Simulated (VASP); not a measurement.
# AlN (Fm-3m) in VASP: single point with PBEsol

Aim: the single point of AlN with PBEsol.

Program: VASP 6.6.1. These are calculated values, not measurements. Logs are shortened: lines on timing, memory, paths and dates and some standing lists are left out, and cuts for length are marked.

## (1) The cell of the first run

It takes space group Fm-3m (No. 225, cubic). Conventional cell: a = 4.045 Å, b = 4.045 Å, c = 4.045 Å, α = 90.00°, β = 90.00°, γ = 90.00°. Within 2.7 Å of Al (site symmetry m-3m) lie 6 N at 2.02 Å. Within 2.7 Å of N (site symmetry m-3m) lie 6 Al at 2.02 Å.

## (2) Single point, PBEsol

INCAR reads:

```
SYSTEM = AlN
PREC = Accurate ; ENCUT = 520
EDIFF = 1E-7 ; ISMEAR = -1
SIGMA = 0.03 ; LREAL = .False.
LASPH = .True. ; NELM = 60
ALGO = Normal ; ISIF = 2
LWAVE = .False. ; LCHARG = .False.
GGA = PS ; NBANDS = 26
```

KPOINTS reads:

```
Automatic mesh
0
Gamma
  6 6 6
  0 0 0
```

POSCAR reads:

```
AlN
1.0
    4.0452684827      0.0000000000      0.0000000000
    0.0000000000      4.0452684827      0.0000000000
    0.0000000000      0.0000000000      4.0452684827
Al N
4 4
Direct
    0.7500007015      0.7499992985      0.2500007015
    0.7499992985      0.2500007015      0.7500007015
    0.2500007015      0.7500007015      0.7499992985
    0.2499992985      0.2499992985      0.2499992985
    0.2500001367      0.2499998633      0.7500001367
    0.2499998633      0.7500001367      0.2500001367
    0.7500001367      0.2500001367      0.2499998633
    0.7499998633      0.7499998633      0.7499998633
```

Potentials or basis: VASP PAW PBE potentials, release 64 (Al, N).

The run is started by

```
$ cat potpaw_PBE.64/Al/POTCAR potpaw_PBE.64/N/POTCAR > POTCAR
$ mpirun -np 1 vasp_std > vasp.out
```

OUTCAR:

```text
SYSTEM = AlN
   PREC = Accurate
   ENCUT = 520
   EDIFF = 1E-7
   ISMEAR = -1
   LREAL = .False.
   LASPH = .True.
   NELM = 60
   ISIF = 2
   GGA = PS

 ion  position               nearest neighbor table
   1  0.750  0.750  0.250-   6 2.02   7 2.02   8 2.02   7 2.02   8 2.02   6 2.02   4 2.86   2 2.86
                             2 2.86   4 2.86   3 2.86   3 2.86   4 2.86   4 2.86   2 2.86   2 2.86
   2  0.750  0.250  0.750-   5 2.02   7 2.02   8 2.02   5 2.02   7 2.02   8 2.02   4 2.86   1 2.86
                             1 2.86   3 2.86   3 2.86   4 2.86   3 2.86   3 2.86   1 2.86   1 2.86
   3  0.250  0.750  0.750-   5 2.02   6 2.02   8 2.02   6 2.02   5 2.02   8 2.02   4 2.86   4 2.86
                             2 2.86   1 2.86   1 2.86   2 2.86   2 2.86   2 2.86   4 2.86   1 2.86
   4  0.250  0.250  0.250-   5 2.02   6 2.02   7 2.02   7 2.02   6 2.02   5 2.02   1 2.86   2 2.86
                             3 2.86   3 2.86   1 2.86   2 2.86   1 2.86   1 2.86   3 2.86   2 2.86
   5  0.250  0.250  0.750-   2 2.02   3 2.02   4 2.02   3 2.02   4 2.02   2 2.02
   6  0.250  0.750  0.250-   1 2.02   3 2.02   4 2.02   1 2.02   3 2.02   4 2.02
   7  0.750  0.250  0.250-   1 2.02   2 2.02   4 2.02   2 2.02   1 2.02   4 2.02
   8  0.750  0.750  0.750-   1 2.02   2 2.02   3 2.02   3 2.02   2 2.02   1 2.02

  LATTYP: Found a simple cubic cell.
 ALAT       =     4.0452684827

  Lattice vectors:

 A1 = (   4.0452684827,   0.0000000000,   0.0000000000)
 A2 = (   0.0000000000,   4.0452684827,   0.0000000000)
 A3 = (   0.0000000000,   0.0000000000,   4.0452684827)

Analysis of symmetry for initial positions (statically):
=====================================================================
 Subroutine PRICEL returns following result:

  LATTYP: Found a face centered cubic cell.
 ALAT       =     4.0452628072

  Lattice vectors:

 A1 = (   2.0226285658,  -2.0226342414,   0.0000056755)
 A2 = (   2.0226342413,   0.0000056755,   2.0226399169)
 A3 = (  -0.0000056755,  -2.0226399169,   2.0226342413)

   4 primitive cells build up your supercell.

 Routine SETGRP: Setting up the symmetry group for a
 simple cubic supercell.

 Subroutine GETGRP returns: Found 48 space group operations
 (whereof 24 operations were pure point group operations)
 out of a pool of 48 trial point group operations.

The static configuration has the point symmetry T_d .
 The point group associated with its full space group is O_h .

Analysis of symmetry for dynamics (positions and initial velocities):
=====================================================================
 Subroutine PRICEL returns following result:

  LATTYP: Found a face centered cubic cell.
 ALAT       =     4.0452628072

  Lattice vectors:

 A1 = (   2.0226285658,  -2.0226342414,   0.0000056755)
 A2 = (   2.0226342413,   0.0000056755,   2.0226399169)
 A3 = (  -0.0000056755,  -2.0226399169,   2.0226342413)

   4 primitive cells build up your supercell.

 Routine SETGRP: Setting up the symmetry group for a
 simple cubic supercell.

 Subroutine GETGRP returns: Found 48 space group operations
 (whereof 24 operations were pure point group operations)
 out of a pool of 48 trial point group operations.

The dynamic configuration has the point symmetry T_d .
 The point group associated with its full space group is O_h .

 Subroutine INISYM returns: Found 48 space group operations
 (whereof 24 operations are pure point group operations),
 and found     4 'primitive' translations

----------------------------------------------------------------------------------------

                                     Primitive cell

  volume of cell :      16.5494

  direct lattice vectors                    reciprocal lattice vectors
     2.022628566 -2.022634241  0.000005676     0.247203768 -0.247202381 -0.247202381
     2.022634241  0.000005676  2.022639917     0.247200994  0.247200994  0.247202381
    -0.000005676 -2.022639917  2.022634241    -0.247202381 -0.247200994  0.247202381

  length of vectors
     2.860432763  2.860440789  2.860440789     0.428167884  0.428165481  0.428166282

  position of ions in fractional coordinates (direct lattice)
     0.750004910  0.749992284  0.750004910
     0.250004346  0.249994525  0.250000993

  ion indices of the primitive-cell ions
   primitive index   ion index
                 1           1
                 2           7

----------------------------------------------------------------------------------------

 KPOINTS: Automatic mesh

Automatic generation of k-mesh.
 Grid dimensions read from file:
 generate k-points for:    6    6    6

 Generating k-lattice:

  Cartesian coordinates                     Fractional coordinates (reciprocal lattice)
     0.041200397  0.000000000  0.000000000     0.166666667  0.000000000  0.000000000
     0.000000000  0.041200397  0.000000000     0.000000000  0.166666667  0.000000000
     0.000000000  0.000000000  0.041200397     0.000000000  0.000000000  0.166666667

  Length of vectors
     0.041200397  0.041200397  0.041200397

  Shift w.r.t. Gamma in fractional coordinates (k-lattice)
     0.000000000  0.000000000  0.000000000

 Subroutine IBZKPT returns following result:
 ===========================================

 Found     20 irreducible k-points:

 Following reciprocal coordinates:
            Coordinates               Weight
  0.000000  0.000000  0.000000      1.000000
  0.166667  0.000000  0.000000      6.000000
  0.333333  0.000000  0.000000      6.000000
  0.500000  0.000000  0.000000      3.000000
  0.166667  0.166667  0.000000     12.000000
  0.333333  0.166667  0.000000     24.000000
[... 12 lines left out ...]
  0.500000  0.500000  0.333333      6.000000
  0.500000  0.500000  0.500000      1.000000
   k-points           NKPTS =     20   k-points in BZ     NKDIM =     20   number of bands    NBANDS=     26
   number of dos      NEDOS =    301   number of ions     NIONS =      8
   total plane-waves  NPLWV =  27000
   dimension x,y,z NGX =    30 NGY =   30 NGZ =   30
   dimension x,y,z NGXF=    60 NGYF=   60 NGZF=   60
   ions per type =               4   4
   NGX,Y,Z   is equivalent  to a cutoff of  12.33, 12.33, 12.33 a.u.
   NGXF,Y,Z  is equivalent  to a cutoff of  24.66, 24.66, 24.66 a.u.
 SYSTEM =  AlN
   PREC   = accura    normal or accurate (medium, high low for compatibility)
   ISTART =      0    job   : 0-new  1-cont  2-samecut
   ICHARG =      2    charge: 1-file 2-atom 10-const
   ISPIN  =      1    spin polarized calculation?
   LNONCOLLINEAR =      F non collinear calculations
   LSORBIT =      F    spin-orbit coupling
   LASPH  =      T    aspherical Exc in radial PAW
   ENCUT  =  520.0 eV  38.22 Ry    6.18 a.u.   7.52  7.52  7.52*2*pi/ulx,y,z
   NELM   =     60;   NELMIN=  2; NELMDL= -5     # of ELM steps
   EDIFF  = 0.1E-06   stopping-criterion for ELM
   LREAL  =      F    real-space projection
   EDIFFG = 0.1E-05   stopping-criterion for IOM
   NSW    =      0    number of steps for IOM
   IBRION =     -1    ionic relax: 0-MD 1-quasi-New 2-CG
   NFREE  =      0    steps in history (QN), initial steepest desc. (CG)
   ISIF   =      2    stress and relaxation
   ISYM   =      2    0-nonsym 1-usesym 2-fastsym
   POTIM  = 0.5000    time-step for ionic-motion
   TEBEG  =    0.0;   TEEND  =   0.0 temperature during run
   PSTRESS=    0.0 pullay stress
   NELECT =      32.0000    total number of electrons
   NUPDOWN=      -1.0000    fix difference up-down
   EMIN   =  10.00;   EMAX   =-10.00  energy-range for DOS
   EFERMI =   0.00;   METHOD = LEGACY
   ISMEAR =    -1;   SIGMA  =   0.03  broadening in eV -4-tet -1-fermi 0-gaus
   EFERMI_NEDOS =   21; number of points for ismear=-14 and -15
   IALGO  =     38    algorithm
   IMIX   =      4    mixing-type and parameters
     AMIX     =   0.40;   BMIX     =  1.00
     AMIX_MAG =   1.60;   BMIX_MAG =  1.00
  volume/ion in A,a.u.               =       8.27        55.84
  Fermi-wavevector in a.u.,A,eV,Ry     =   1.284825  2.427968 22.460178  1.650777
  Thomas-Fermi vector in A             =   2.416996
   LORBIT       =      0    0 simple, 1 ext, 2 COOP (PROOUT), +10 PAW based schemes
   GGA     = PS    functional components
   LHFCALC =     F    Hartree Fock is set to
   AEXX    =    0.0000 exact exchange contribution
   IVDW    =     0    specifies the selected vdW correction
   LEPSILON=     F    determine dielectric tensor
   LRPA    =     F    only Hartree local field effects (RPA)
 non-spin polarized calculation
  energy-cutoff  :      520.00
  volume of cell :       66.20
 maximum number of plane-waves:      1804
   NGX = 15   NGY = 15   NGZ = 15

 number of electron      31.9999995 magnetization

 Free energy of the ion-electron system (eV)
  ---------------------------------------------------
  ext. energy  EPLUGINS =         0.00000000
  ---------------------------------------------------
  free energy    TOTEN  =       -61.79578419 eV

  energy without entropy =      -61.79578419  energy(sigma->0) =      -61.79578419

 E-fermi :  10.5483     XC(G=0): -12.4455

 val. band max:        9.8672697614   @ k =   0.0000   0.0000   0.0000
 cond. band min:      14.4082873619   @ k =   0.0000   0.0000   0.0000
 fundamental gap:      4.5410176005
 Fermi energy:        10.5482653906

 k-point     1 :       0.0000    0.0000    0.0000
  band No.  band energies     occupation
      1      -7.6694      2.00000
      2      -3.3775      2.00000
      3      -3.3775      2.00000
      4      -3.3775      2.00000
      5       2.4297      2.00000
      6       2.4297      2.00000
[... 18 lines left out ...]
     25      21.8887      0.00000
     26      21.8887      0.00000

 k-point     2 :       0.1667    0.0000    0.0000
  band No.  band energies     occupation
      1      -7.4782      2.00000
      2      -3.8812      2.00000
      3      -3.3383      2.00000
      4      -3.3383      2.00000
      5       2.6232      2.00000
      6       2.6232      2.00000
[... 18 lines left out ...]
     25      22.3291      0.00000
[... 492 lines left out ...]
     25      21.0506      0.00000
     26      21.0506      0.00000

 k-point    20 :       0.5000    0.5000    0.5000
  band No.  band energies     occupation
      1      -4.3738      2.00000
      2      -4.3738      2.00000
      3      -4.3738      2.00000
      4      -4.3738      2.00000
      5       1.5105      2.00000
      6       1.5105      2.00000
[... 18 lines left out ...]
     25      20.7598      0.00000
     26      20.7598      0.00000

------------------------ aborting loop because EDIFF is reached ----------------------------------------

  FORCE on cell =-STRESS in cart. coord.  units (eV):
  Direction    XX          YY          ZZ          XY          YZ          ZX
  --------------------------------------------------------------------------------------
  -------------------------------------------------------------------------------------
  Total       -0.0396856     -0.0396856     -0.0396856      0.0000000      0.0000000      0.0000000
  in kB       -0.9605097     -0.9605097     -0.9605097      0.0000000      0.0000000      0.0000000
  external PRESSURE =      -0.9605097 kB  Pullay stress =       0.0000000 kB

 VOLUME and BASIS-vectors are now :
 -----------------------------------------------------------------------------
  energy-cutoff  :      520.00
  volume of cell :       66.20
      direct lattice vectors                 reciprocal lattice vectors
     4.045268483  0.000000000  0.000000000     0.247202381  0.000000000  0.000000000
     0.000000000  4.045268483  0.000000000     0.000000000  0.247202381  0.000000000
     0.000000000  0.000000000  4.045268483     0.000000000  0.000000000  0.247202381

 POSITION                                       TOTAL-FORCE (eV/Angst)
 -----------------------------------------------------------------------------------
      3.03395      3.03395      1.01132         0.000000     -0.000000     -0.000000
      3.03395      1.01132      3.03395        -0.000000      0.000000      0.000000
      1.01132      3.03395      3.03395         0.000000     -0.000000      0.000000
      1.01131      1.01131      1.01131         0.000000      0.000000     -0.000000
      1.01132      1.01132      3.03395        -0.000000     -0.000000      0.000000
      1.01132      3.03395      1.01132         0.000000     -0.000000      0.000000
      3.03395      1.01132      1.01132        -0.000000      0.000000     -0.000000
      3.03395      3.03395      3.03395         0.000000      0.000000     -0.000000
 -----------------------------------------------------------------------------------
    total drift:                               -0.000682      0.000658     -0.000045

  FREE ENERGIE OF THE ION-ELECTRON SYSTEM (eV)
  ---------------------------------------------------
  free  energy   TOTEN  =       -61.7957841901 eV

  energy  without entropy=      -61.7957841901  energy(sigma->0) =      -61.79578419
```

Wall time 30 s (1 thread of Intel Xeon Platinum 8259CL at 2.50GHz (Skylake/Cascade Lake), shared host); peak memory 0.17 GiB.

What came out:

- Free energy: -61.7958 eV
- Pressure: -0.1 GPa
- Band gap on the k mesh: 4.54 eV

Levels at points of the mesh, in eV from the valence-band top:
```
           k point  band 12  band 13  band 14  band 15  band 16  band 17  band 18  band 19  band 20  band 21
(0.00, 0.00, 0.00)    -2.82    -2.82     0.00     0.00     0.00     4.54     4.54     4.54     5.14     5.14
(0.50, 0.00, 0.00)    -3.83    -1.64    -1.64    -1.64    -1.64     7.32     7.32     7.67     7.67     8.04
(0.50, 0.50, 0.00)    -4.19    -1.14    -1.14    -1.14    -1.14     8.27     8.27     8.27     8.27    10.45
(0.50, 0.50, 0.50)    -1.09    -1.09    -1.09    -1.09    -1.09     6.03     6.03     6.03     6.03    10.89
```

Caveat: the PAW data sets were made with another functional, which shifts forces and pressure a little.
